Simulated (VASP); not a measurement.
# Ag (P6_3/mmc) in VASP: a series of runs, part 2 of 2

VASP 6.6.1. The steps go on from the part before.

**4. Single point, r2SCAN (strain +0.080 along x and y, -0.080 along z)**

File POSCAR:

```
Ag
1.0
    3.1643979269      0.0000000000      0.0000000000
   -1.5821989634      2.7404489923      0.0000000000
    0.0000000000      0.0000000000      4.4068000000
Ag
2
Direct
    0.3333333333      0.6666666667      0.2500000000
    0.6666666667      0.3333333333      0.7500000000
```

File INCAR.step1:

```
SYSTEM = Ag
  PREC = Accurate
  ENCUT = 520
  ISMEAR = 0
  SIGMA = 0.15
  LREAL = .False.
  LASPH = .True.
  NELM = 60
  NBANDS = 18
  GGA = PE
  ALGO = Normal
  EDIFF = 1E-4
  LWAVE = .True.
  LCHARG = .False.
```

File INCAR.step2:

```
SYSTEM = Ag
  PREC = Accurate
  ENCUT = 520
  EDIFF = 1E-6
  ISMEAR = 0
  SIGMA = 0.15
  LREAL = .False.
  LASPH = .True.
  NELM = 60
  ALGO = Normal
  ISIF = 2
  LWAVE = .False.
  LCHARG = .False.
  METAGGA = R2SCAN
  LMIXTAU = .True.
  NBANDS = 18
  ISTART = 1
```

File KPOINTS:

```
regular mesh
0
Gamma
  18 18 10
  0 0 0
```

Potentials or basis: VASP PAW PBE potentials, release 64 (Ag).

The run is started by

```
> cat potpaw_PBE.64/Ag/POTCAR > POTCAR
> cp INCAR.step1 INCAR
> mpirun -np 1 vasp_std > vasp.out
> cp INCAR.step2 INCAR
> mpirun -np 1 vasp_std > vasp.out
```

OUTCAR:

```text
SYSTEM = Ag
   PREC = Accurate
   ENCUT = 520
   EDIFF = 1E-6
   ISMEAR = 0
   LREAL = .False.
   LASPH = .True.
   NELM = 60
   ISIF = 2
   METAGGA = R2SCAN
   ISTART = 1

 ion  position               nearest neighbor table
   1  0.333  0.667  0.250-   2 2.86   2 2.86   2 2.86   2 2.86   2 2.86   2 2.86
   2  0.667  0.333  0.750-   1 2.86   1 2.86   1 2.86   1 2.86   1 2.86   1 2.86

  LATTYP: Found a hexagonal cell.
 ALAT       =     3.1643979269
 C/A-ratio  =     1.3926187862

  Lattice vectors:

 A1 = (   3.1643979269,   0.0000000000,   0.0000000000)
 A2 = (  -1.5821989634,   2.7404489923,   0.0000000000)
 A3 = (   0.0000000000,   0.0000000000,   4.4068000000)

Analysis of symmetry for initial positions (statically):
=====================================================================
 Subroutine PRICEL returns:
 Original cell was already a primitive cell.

 Routine SETGRP: Setting up the symmetry group for a
 hexagonal supercell.

 Subroutine GETGRP returns: Found 24 space group operations
 (whereof 12 operations were pure point group operations)
 out of a pool of 24 trial point group operations.

The static configuration has the point symmetry D_3d.
 The point group associated with its full space group is D_6h.

Analysis of symmetry for dynamics (positions and initial velocities):
=====================================================================
 Subroutine PRICEL returns:
 Original cell was already a primitive cell.

 Routine SETGRP: Setting up the symmetry group for a
 hexagonal supercell.

 Subroutine GETGRP returns: Found 24 space group operations
 (whereof 12 operations were pure point group operations)
 out of a pool of 24 trial point group operations.

The dynamic configuration has the point symmetry D_3d.
 The point group associated with its full space group is D_6h.

 Subroutine INISYM returns: Found 24 space group operations
 (whereof 12 operations are pure point group operations),
 and found     1 'primitive' translations
[... 112 lines left out ...]
   IALGO  =     38    algorithm
   IMIX   =      4    mixing-type and parameters
     AMIX     =   0.40;   BMIX     =  1.00
     AMIX_MAG =   1.60;   BMIX_MAG =  1.00
  volume/ion in A,a.u.               =      19.11       128.94
  Fermi-wavevector in a.u.,A,eV,Ry     =   1.361874  2.573569 25.234745  1.854701
  Thomas-Fermi vector in A             =   2.488413
   LORBIT       =      0    0 simple, 1 ext, 2 COOP (PROOUT), +10 PAW based schemes
   METAGGA = R2SCAN    functional components
   LHFCALC =     F    Hartree Fock is set to
   AEXX    =    0.0000 exact exchange contribution
   IVDW    =     0    specifies the selected vdW correction
   LEPSILON=     F    determine dielectric tensor
   LRPA    =     F    only Hartree local field effects (RPA)
 non-spin polarized calculation
 Gauss-broadening in eV      SIGMA  =   0.15
  energy-cutoff  :      520.00
  volume of cell :       38.22
 maximum number of plane-waves:      1048
 NGX is ok and might be reduce to    24
   NGX = 11   NGY = 11   NGZ = 17

 number of electron      21.9999994 magnetization

 Free energy of the ion-electron system (eV)
  ---------------------------------------------------
  ext. energy  EPLUGINS =         0.00000000
  ---------------------------------------------------
  free energy    TOTEN  =       -42.51020965 eV

  energy without entropy =      -42.50265409  energy(sigma->0) =      -42.50643187

 E-fermi :   7.0040     XC(G=0): -12.1737

 val. band max:        6.9996486522   @ k =   0.2778   0.2222   0.4000
 cond. band min:       7.0153604444   @ k =   0.4444   0.1111   0.1000
 fundamental gap:      0.0157117922
 Fermi energy:         7.0040406126

 k-point     1 :       0.0000    0.0000    0.0000
  band No.  band energies     occupation
      1      -0.1729      2.00000
      2       0.8885      2.00000
      3       2.2554      2.00000
      4       2.2554      2.00000
      5       2.2835      2.00000
      6       2.2835      2.00000
[... 481 lines left out ...]
      5       2.5785      2.00000
      6       2.7065      2.00000
[... 10 lines left out ...]
     17      18.3977      0.00000
     18      22.0727      0.00000

 [... further k-points ...]

------------------------ aborting loop because EDIFF is reached ----------------------------------------

  FORCE on cell =-STRESS in cart. coord.  units (eV):
  Direction    XX          YY          ZZ          XY          YZ          ZX
  --------------------------------------------------------------------------------------
  -------------------------------------------------------------------------------------
  Total       -1.8838915     -1.8838915     -0.1751456     -0.0000000      0.0000000     -0.0000000
  in kB      -78.9823961    -78.9823961     -7.3430022     -0.0000000      0.0000000     -0.0000000
  external PRESSURE =     -55.1025981 kB  Pullay stress =       0.0000000 kB

 VOLUME and BASIS-vectors are now :
 -----------------------------------------------------------------------------
  energy-cutoff  :      520.00
  volume of cell :       38.22
      direct lattice vectors                 reciprocal lattice vectors
     3.164397927  0.000000000  0.000000000     0.316015881  0.182451854  0.000000000
    -1.582198963  2.740448992  0.000000000     0.000000000  0.364903708  0.000000000
     0.000000000  0.000000000  4.406800000     0.000000000  0.000000000  0.226922030

 POSITION                                       TOTAL-FORCE (eV/Angst)
 -----------------------------------------------------------------------------------
     -0.00000      1.82697      1.10170         0.000000      0.000000      0.000000
      1.58220      0.91348      3.30510        -0.000000      0.000000      0.000000
 -----------------------------------------------------------------------------------
    total drift:                               -0.000000      0.000000     -0.000000

  FREE ENERGIE OF THE ION-ELECTRON SYSTEM (eV)
  ---------------------------------------------------
  free  energy   TOTEN  =       -42.5102096537 eV

  energy  without entropy=      -42.5026540913  energy(sigma->0) =      -42.50643187
```

OUTCAR.step1:

```text
SYSTEM = Ag
   PREC = Accurate
   ENCUT = 520
   ISMEAR = 0
   LREAL = .False.
   LASPH = .True.
[... 729 lines left out ...]
     -0.00000      1.82697      1.10170        -0.000000     -0.000000      0.000000
      1.58220      0.91348      3.30510         0.000000      0.000000      0.000000
 -----------------------------------------------------------------------------------
    total drift:                               -0.000000      0.000000     -0.000000

  FREE ENERGIE OF THE ION-ELECTRON SYSTEM (eV)
  ---------------------------------------------------
  free  energy   TOTEN  =        -5.2722206098 eV

  energy  without entropy=       -5.2644761939  energy(sigma->0) =       -5.26834840
```

OSZICAR.step1:

```text
N       E                     dE             d eps       ncg     rms          rms(c)
DAV:   1     0.124613461400E+03    0.12461E+03   -0.11671E+04  8016   0.120E+03
DAV:   2    -0.368081389556E+01   -0.12829E+03   -0.12165E+03  8246   0.262E+02
DAV:   3    -0.568826428137E+01   -0.20075E+01   -0.20005E+01  9238   0.371E+01
DAV:   4    -0.569449806623E+01   -0.62338E-02   -0.62333E-02  9056   0.204E+00
DAV:   5    -0.569455389051E+01   -0.55824E-04   -0.55823E-04  8812   0.207E-01    0.573E+00
DAV:   6    -0.528568213529E+01    0.40887E+00   -0.10977E+00  8506   0.109E+01    0.391E+00
DAV:   7    -0.527617979039E+01    0.95023E-02   -0.12471E-02  8688   0.969E-01    0.229E+00
DAV:   8    -0.527220219136E+01    0.39776E-02   -0.11388E-03  8498   0.292E-01    0.876E-02
DAV:   9    -0.527222060984E+01   -0.18418E-04   -0.19074E-05  5120   0.339E-02
   1 F= -.52722206E+01 E0= -.52683484E+01  d E =-.774442E-02
```

Wall time 5.8 min (1 thread of AMD EPYC 7R13 (Zen 3), shared host); peak memory 0.23 GiB.

Results:

```yaml
Free_energy: -42.5102 eV
Pressure: -5.5 GPa
Band_gap_on_the_k_mesh: zero (bands 11 and 12 overlap by 6.86 eV)
```

Caveat: the cell differs from its parent crystal (strain +0.080 along x and y, -0.080 along z); the cell stands under tension; the PAW data sets were made with another functional, which shifts forces and pressure a little.

**5. Overview**

| cell | gap on the mesh (eV) | pressure (GPa) |
| --- | --- | --- |
| a = 3.047, b = 3.047, c = 4.598 Å, angles 90.0, 90.0, 120.0°, 2 atoms | none | -4.8 |
| a = 2.930, b = 2.930, c = 4.982 Å, angles 90.0, 90.0, 120.0°, 2 atoms | none | -5.4 |
| a = 3.164, b = 3.164, c = 4.407 Å, angles 90.0, 90.0, 120.0°, 2 atoms | none | -5.5 |

Alike in all rows: task single point; level r2SCAN; potentials or basis VASP PAW PBE potentials, release 64 (Ag); no spin polarisation; k mesh 18 × 18 × 10; cutoff (eV) 520; smearing gaussian 0.15 eV.

Caveats: the cell stands under tension; the PAW data sets were made with another functional, which shifts forces and pressure a little.

Total energies depend on the potentials used, so only differences within one code and one set of settings carry meaning.
